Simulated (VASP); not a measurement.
# NaGeF3 (Pm-3m) in VASP: settings compared, part 2 of 2

VASP 6.6.1.

## (6) Single point, PBE

INCAR reads:

```
SYSTEM = NaGeF3
  PREC = Accurate
  ENCUT = 600
  EDIFF = 1E-6
  ISMEAR = 0
  SIGMA = 0.01
  LREAL = .False.
  LASPH = .True.
  NELM = 120
  ALGO = Normal
  ISIF = 2
  LWAVE = .False.
  LCHARG = .False.
  GGA = PE
  NBANDS = 29
  GGA_COMPAT = .False.
```

KPOINTS reads:

```
regular mesh
0
Gamma
  4 4 4
  0 0 0
```

POSCAR reads:

```
NaGeF3
1.0
    4.3476430689      0.0000000000      0.0000000000
    0.0000000000      4.3476430689      0.0000000000
    0.0000000000      0.0000000000      4.3476430689
Na Ge F
1 1 3
Direct
    0.0000000000      0.0000000000      0.0000000000
    0.5000000000      0.5000000000      0.5000000000
    0.5000000000      0.5000000000      0.0000000000
    0.5000000000      0.0000000000      0.5000000000
    0.0000000000      0.5000000000      0.5000000000
```

Potentials or basis: VASP PAW PBE potentials, release 64 (Na_pv, Ge_d, F).

Run with:

```console
$ cat potpaw_PBE.64/Na_pv/POTCAR potpaw_PBE.64/Ge_d/POTCAR potpaw_PBE.64/F/POTCAR > POTCAR
$ mpirun -np 1 vasp_std > vasp.out
```

OUTCAR:

```text
SYSTEM = NaGeF3
   PREC = Accurate
   ENCUT = 600
   EDIFF = 1E-6
   ISMEAR = 0
   LREAL = .False.
   LASPH = .True.
   NELM = 120
   ISIF = 2
   GGA = PE

 ion  position               nearest neighbor table
   1  0.000  0.000  0.000-
   2  0.500  0.500  0.500-   3 2.17   4 2.17   5 2.17   3 2.17   4 2.17   5 2.17
   3  0.500  0.500  0.000-   2 2.17   2 2.17
   4  0.500  0.000  0.500-   2 2.17   2 2.17
   5  0.000  0.500  0.500-   2 2.17   2 2.17

  LATTYP: Found a simple cubic cell.
 ALAT       =     4.3476430689

  Lattice vectors:

 A1 = (   4.3476430689,   0.0000000000,   0.0000000000)
 A2 = (   0.0000000000,   4.3476430689,   0.0000000000)
 A3 = (   0.0000000000,   0.0000000000,   4.3476430689)

Analysis of symmetry for initial positions (statically):
=====================================================================
 Subroutine PRICEL returns:
 Original cell was already a primitive cell.

 Routine SETGRP: Setting up the symmetry group for a
 simple cubic supercell.

 Subroutine GETGRP returns: Found 48 space group operations
 (whereof 48 operations were pure point group operations)
 out of a pool of 48 trial point group operations.

The static configuration has the point symmetry O_h .

Analysis of symmetry for dynamics (positions and initial velocities):
=====================================================================
 Subroutine PRICEL returns:
 Original cell was already a primitive cell.

 Routine SETGRP: Setting up the symmetry group for a
 simple cubic supercell.

 Subroutine GETGRP returns: Found 48 space group operations
 (whereof 48 operations were pure point group operations)
 out of a pool of 48 trial point group operations.

The dynamic configuration has the point symmetry O_h .

 Subroutine INISYM returns: Found 48 space group operations
 (whereof 48 operations are pure point group operations),
 and found     1 'primitive' translations

----------------------------------------------------------------------------------------

                                     Primitive cell

  volume of cell :      82.1792

  direct lattice vectors                    reciprocal lattice vectors
     4.347643069  0.000000000  0.000000000     0.230009682  0.000000000  0.000000000
     0.000000000  4.347643069  0.000000000     0.000000000  0.230009682  0.000000000
     0.000000000  0.000000000  4.347643069     0.000000000  0.000000000  0.230009682

  length of vectors
     4.347643069  4.347643069  4.347643069     0.230009682  0.230009682  0.230009682

  position of ions in fractional coordinates (direct lattice)
     0.000000000  0.000000000  0.000000000
     0.500000000  0.500000000  0.500000000
     0.500000000  0.500000000  0.000000000
     0.500000000  0.000000000  0.500000000
     0.000000000  0.500000000  0.500000000

  ion indices of the primitive-cell ions
   primitive index   ion index
                 1           1
                 2           2
                 3           3
                 4           4
                 5           5

----------------------------------------------------------------------------------------

[... 24 lines left out ...]
 Following reciprocal coordinates:
            Coordinates               Weight
  0.000000  0.000000  0.000000      1.000000
  0.250000  0.000000  0.000000      6.000000
  0.500000  0.000000  0.000000      3.000000
  0.250000  0.250000  0.000000     12.000000
  0.500000  0.250000  0.000000     12.000000
  0.500000  0.500000  0.000000      3.000000
  0.250000  0.250000  0.250000      8.000000
  0.500000  0.250000  0.250000     12.000000
  0.500000  0.500000  0.250000      6.000000
  0.500000  0.500000  0.500000      1.000000
   k-points           NKPTS =     10   k-points in BZ     NKDIM =     10   number of bands    NBANDS=     29
   number of dos      NEDOS =    301   number of ions     NIONS =      5
   total plane-waves  NPLWV =  46656
   dimension x,y,z NGX =    36 NGY =   36 NGZ =   36
   dimension x,y,z NGXF=    72 NGYF=   72 NGZF=   72
   ions per type =               1   1   3
   NGX,Y,Z   is equivalent  to a cutoff of  13.77, 13.77, 13.77 a.u.
   NGXF,Y,Z  is equivalent  to a cutoff of  27.53, 27.53, 27.53 a.u.
 SYSTEM =  NaGeF3
   PREC   = accura    normal or accurate (medium, high low for compatibility)
   ISTART =      0    job   : 0-new  1-cont  2-samecut
   ICHARG =      2    charge: 1-file 2-atom 10-const
   ISPIN  =      1    spin polarized calculation?
   LNONCOLLINEAR =      F non collinear calculations
   LSORBIT =      F    spin-orbit coupling
   LASPH  =      T    aspherical Exc in radial PAW
   ENCUT  =  600.0 eV  44.10 Ry    6.64 a.u.   8.68  8.68  8.68*2*pi/ulx,y,z
   NELM   =    120;   NELMIN=  2; NELMDL= -5     # of ELM steps
   EDIFF  = 0.1E-05   stopping-criterion for ELM
   LREAL  =      F    real-space projection
   EDIFFG = 0.1E-04   stopping-criterion for IOM
   NSW    =      0    number of steps for IOM
   IBRION =     -1    ionic relax: 0-MD 1-quasi-New 2-CG
   NFREE  =      0    steps in history (QN), initial steepest desc. (CG)
   ISIF   =      2    stress and relaxation
   ISYM   =      2    0-nonsym 1-usesym 2-fastsym
   POTIM  = 0.5000    time-step for ionic-motion
   TEBEG  =    0.0;   TEEND  =   0.0 temperature during run
   PSTRESS=    0.0 pullay stress
   NELECT =      42.0000    total number of electrons
   NUPDOWN=      -1.0000    fix difference up-down
   EMIN   =  10.00;   EMAX   =-10.00  energy-range for DOS
   EFERMI =   0.00;   METHOD = LEGACY
   ISMEAR =     0;   SIGMA  =   0.01  broadening in eV -4-tet -1-fermi 0-gaus
   EFERMI_NEDOS =   21; number of points for ismear=-14 and -15
   IALGO  =     38    algorithm
   IMIX   =      4    mixing-type and parameters
     AMIX     =   0.40;   BMIX     =  1.00
     AMIX_MAG =   1.60;   BMIX_MAG =  1.00
  volume/ion in A,a.u.               =      16.44       110.91
  Fermi-wavevector in a.u.,A,eV,Ry     =   1.308893  2.473449 23.309502  1.713200
  Thomas-Fermi vector in A             =   2.439529
   LORBIT       =      0    0 simple, 1 ext, 2 COOP (PROOUT), +10 PAW based schemes
   GGA     = PE    functional components
   LHFCALC =     F    Hartree Fock is set to
   AEXX    =    0.0000 exact exchange contribution
   IVDW    =     0    specifies the selected vdW correction
   LEPSILON=     F    determine dielectric tensor
   LRPA    =     F    only Hartree local field effects (RPA)
 non-spin polarized calculation
 Gauss-broadening in eV      SIGMA  =   0.01
  energy-cutoff  :      600.00
  volume of cell :       82.18
 maximum number of plane-waves:      2800
 NGX is ok and might be reduce to    36
   NGX = 17   NGY = 17   NGZ = 17

 number of electron      41.9999979 magnetization

 Free energy of the ion-electron system (eV)
  ---------------------------------------------------
  ext. energy  EPLUGINS =         0.00000000
  ---------------------------------------------------
  free energy    TOTEN  =       -22.04374469 eV

  energy without entropy =      -22.04374469  energy(sigma->0) =      -22.04374469

 E-fermi :   3.0613     XC(G=0):  -8.4853

 val. band max:        2.9025153128   @ k =   0.5000   0.5000   0.5000
 cond. band min:       4.2024587092   @ k =   0.0000   0.0000   0.0000
 fundamental gap:      1.2999433964
 Fermi energy:         3.0612841024

 k-point     1 :       0.0000    0.0000    0.0000
  band No.  band energies     occupation
      1     -23.0367      2.00000
      2     -23.0367      2.00000
      3     -23.0367      2.00000
      4     -22.8865      2.00000
      5     -22.8865      2.00000
      6     -22.6160      2.00000
[... 309 lines left out ...]
     28       9.0334      0.00000
     29      14.3338      0.00000

------------------------ aborting loop because EDIFF is reached ----------------------------------------

  FORCE on cell =-STRESS in cart. coord.  units (eV):
  Direction    XX          YY          ZZ          XY          YZ          ZX
  --------------------------------------------------------------------------------------
  -------------------------------------------------------------------------------------
  Total        1.0435917      1.0435917      1.0435917     -0.0000000      0.0000000     -0.0000000
  in kB       20.3460233     20.3460233     20.3460233     -0.0000000      0.0000000     -0.0000000
  external PRESSURE =      20.3460233 kB  Pullay stress =       0.0000000 kB

 VOLUME and BASIS-vectors are now :
 -----------------------------------------------------------------------------
  energy-cutoff  :      600.00
  volume of cell :       82.18
      direct lattice vectors                 reciprocal lattice vectors
     4.347643069  0.000000000  0.000000000     0.230009682  0.000000000  0.000000000
     0.000000000  4.347643069  0.000000000     0.000000000  0.230009682  0.000000000
     0.000000000  0.000000000  4.347643069     0.000000000  0.000000000  0.230009682

 POSITION                                       TOTAL-FORCE (eV/Angst)
 -----------------------------------------------------------------------------------
      0.00000      0.00000      0.00000         0.000000      0.000000      0.000000
      2.17382      2.17382      2.17382         0.000000      0.000000      0.000000
      2.17382      2.17382      0.00000         0.000000      0.000000      0.000000
      2.17382      0.00000      2.17382         0.000000      0.000000      0.000000
      0.00000      2.17382      2.17382         0.000000      0.000000      0.000000
 -----------------------------------------------------------------------------------
    total drift:                                0.000000      0.000000      0.000000

  FREE ENERGIE OF THE ION-ELECTRON SYSTEM (eV)
  ---------------------------------------------------
  free  energy   TOTEN  =       -22.0437446923 eV

  energy  without entropy=      -22.0437446923  energy(sigma->0) =      -22.04374469
```

OSZICAR:

```text
N       E                     dE             d eps       ncg     rms          rms(c)
DAV:   1     0.510218914657E+03    0.51022E+03   -0.23511E+04   736   0.298E+03
DAV:   2     0.534721396544E+02   -0.45675E+03   -0.43512E+03   638   0.827E+02
DAV:   3    -0.203030342617E+02   -0.73775E+02   -0.72484E+02   656   0.198E+02
DAV:   4    -0.243578659096E+02   -0.40548E+01   -0.40491E+01   664   0.536E+01
DAV:   5    -0.244424302405E+02   -0.84564E-01   -0.84562E-01   634   0.768E+00    0.901E+00
DAV:   6    -0.221053649319E+02    0.23371E+01   -0.80832E+00   731   0.277E+01    0.316E+00
DAV:   7    -0.220728815775E+02    0.32483E-01   -0.40426E-01   644   0.473E+00    0.171E+00
DAV:   8    -0.220449639708E+02    0.27918E-01   -0.94290E-02   786   0.444E+00    0.373E-01
DAV:   9    -0.220436528703E+02    0.13111E-02   -0.12621E-02   799   0.151E+00    0.141E-01
DAV:  10    -0.220437501794E+02   -0.97309E-04   -0.18324E-03   680   0.536E-01    0.296E-02
DAV:  11    -0.220437394462E+02    0.10733E-04   -0.23324E-04   799   0.185E-01    0.145E-02
DAV:  12    -0.220437450315E+02   -0.55853E-05   -0.26679E-05   804   0.724E-02    0.382E-03
DAV:  13    -0.220437446923E+02    0.33920E-06   -0.50690E-06   720   0.372E-02
   1 F= -.22043745E+02 E0= -.22043745E+02  d E =-.295352-113
```

It took 17 s on 1 thread of Intel Xeon Platinum 8375C at 2.90GHz (Ice Lake), shared host; peak memory 0.2 GiB.

What came out:

| Item | Value |
| --- | --- |
| Free energy | -22.0437 eV |
| Pressure | 2.0 GPa |
| Band gap on the k mesh | 1.30 eV (least direct gap 1.90 eV) |

A k mesh can miss the band edges.

## (7) The runs side by side

```csv
level,smearing,gap on the mesh (eV),pressure (GPa)
PBE,gaussian 0.01 eV,1.30,2.0
PBE,methfessel-paxton 0.2 eV,1.30,2.0
PBE+D4,gaussian 0.01 eV,1.30,1.3
PBE,fermi-dirac 0.05 eV,1.30,2.0
```

Alike in all rows: task single point; potentials or basis VASP PAW PBE potentials, release 64 (Na_pv, Ge_d, F); no spin polarisation; cell as given; k mesh 4 × 4 × 4; cutoff (eV) 600.

The pressure there spans 1.3 GPa (PBE+D4) to 2.0 GPa (PBE); a positive pressure means that this level wants a larger cell, a negative one a smaller.

Total energies depend on the potentials used, so only differences within one code and one set of settings carry meaning.
